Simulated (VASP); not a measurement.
Input of a VASP 6.6.1 run:

Contents of INCAR:

```
PREC = Accurate
ENCUT = 520
EDIFF = 1E-7
ISMEAR = 0
SIGMA = 0.1
LREAL = F
LASPH = T
NELM = 60
ALGO = Normal
ISIF = 2
LWAVE = F
LCHARG = T
GGA = PE
LELF = T
LVHAR = T
NBANDS = 24
```

File KPOINTS:

```
regular mesh
0
Gamma
  6 6 12
```

Contents of POSCAR:

```
TaH3
1.0
    4.9566393947      0.0000000000      0.0000000000
   -2.4783196974      4.2925756332      0.0000000000
    0.0000000000      0.0000000000      2.8680226800
Ta H
2 6
Direct
    0.6666666667      0.3333333333      0.7500000000
    0.3333333333      0.6666666667      0.2500000000
    0.3672147215      0.2877660133      0.2500000000
    0.7122339867      0.0794487082      0.2500000000
    0.9205512918      0.6327852785      0.2500000000
    0.0794487082      0.3672147215      0.7500000000
    0.6327852785      0.7122339867      0.7500000000
    0.2877660133      0.9205512918      0.7500000000
```

Potentials or basis: VASP PAW PBE potentials, release 64 (Ta_pv, H).

The run is started by

```sh
$ cat potpaw_PBE.64/Ta_pv/POTCAR potpaw_PBE.64/H/POTCAR > POTCAR
$ mpirun -np 1 vasp_std > vasp.out
```

**Question.** What does it give for the pressure?

**Answer.** 0.1 GPa.

**Question.** Predict the band gap on the k mesh.

**Answer.** Zero (band 14 reaches 5.64 eV, above the bottom of band 15 at 3.16 eV).

**Question.** What does it give for the largest force?

**Answer.** 0.009 eV/Å.

Forces in eV/Å, atoms in the order of the input:
```
Ta   0.000  0.000  0.000
Ta   0.000  0.000  0.000
H   -0.007 -0.006  0.000
H    0.009 -0.003  0.000
H   -0.002  0.009  0.000
H    0.002 -0.009  0.000
H    0.007  0.006  0.000
H   -0.009  0.003  0.000
```

Caveat: spin-orbit coupling is left out, which moves the levels of the heavy elements.
